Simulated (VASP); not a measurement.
Runs of VASP 6.6.1 on HfO2. The structure is that of space group I4/mmm (No. 139), or close to it. The cells are those of the table. 

```csv
level,spin,cell,smearing,gap on the mesh (eV),pressure (GPa)
PBE,off,"a = 3.628, b = 3.628, c = 3.720 Å, angles 59.2, 59.2, 61.7°, 3 atoms",fermi-dirac 0.02 eV,3.10,-12.8
r2SCAN,off,"a = 3.614, b = 3.614, c = 3.684 Å, angles 59.4, 59.4, 61.3°, 3 atoms",gaussian 0.01 eV,3.80,(b)
PBE,off,"a = 3.614, b = 3.614, c = 3.684 Å, angles 59.4, 59.4, 61.3°, 3 atoms",fermi-dirac 0.02 eV,(a),-9.4
r2SCAN,"non-collinear, zero start, SOC","a = 3.614, b = 3.614, c = 3.684 Å, angles 59.4, 59.4, 61.3°, 3 atoms",gaussian 0.01 eV,-,-15.3
```

Alike in all rows: task single point; potentials or basis VASP PAW PBE potentials, release 64 (Hf_pv, O); k mesh 8 × 8 × 8; cutoff (eV) 520.

**Question.** Estimate the missing entries.

**Answer.** (a) 3.29; (b) -15.4.

Caveats: spin-orbit coupling is left out, which moves the levels of the heavy elements (some runs); the PAW data sets were made with another functional, which shifts forces and pressure a little (some runs).

A k mesh can miss the band edges, and rows without SOC leave out spin-orbit coupling on Hf.
